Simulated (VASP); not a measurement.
# C: single point with r2SCAN

C:

```xyz
2
Lattice="1.1666 0.6736 3.1797 -1.1666 0.6736 3.1797 0.0000 -1.3471 3.1797" Properties=species:S:1:pos:R:3 pbc="T T T"
C     0.0000    0.0000    1.5644
C     0.0000    0.0000    7.9746
```

This cell differs from its parent crystal: strain -0.050 along x and y, -0.050 along z.

```json
{"Program": "VASP 6.6.1", "Task": "single point", "Functional": "r2SCAN", "Potentials or basis": "VASP PAW PBE potentials, release 64 (C)", "Cutoff": "520 eV", "k mesh": "12 × 12 × 12", "Occupations": "gaussian, width 0.05 eV", "Spin": "no spin polarisation"}
```

```json
{
 "Pressure": "59.1 GPa",
 "Largest force": "0.793 eV/Å"
}
```

Forces on the atoms (eV/Å):
```
C    0.000  0.000  0.793
C    0.000  0.000 -0.793
```

Stress tensor (GPa, compression positive):
```
87.02  0.00  0.00
 0.00 87.02  0.00
 0.00  0.00  3.34
```

It took 85 s on 1 thread of Intel(R) Xeon(R) 6975P-C (Granite Rapids), with other jobs on the host, peak memory 0.16 GiB.

Caveat: the cell differs from its parent crystal (strain -0.050 along x and y, -0.050 along z); the stress differs along the axes, from 3 to 87 GPa; the PAW data sets were made with another functional, which shifts forces and pressure a little.
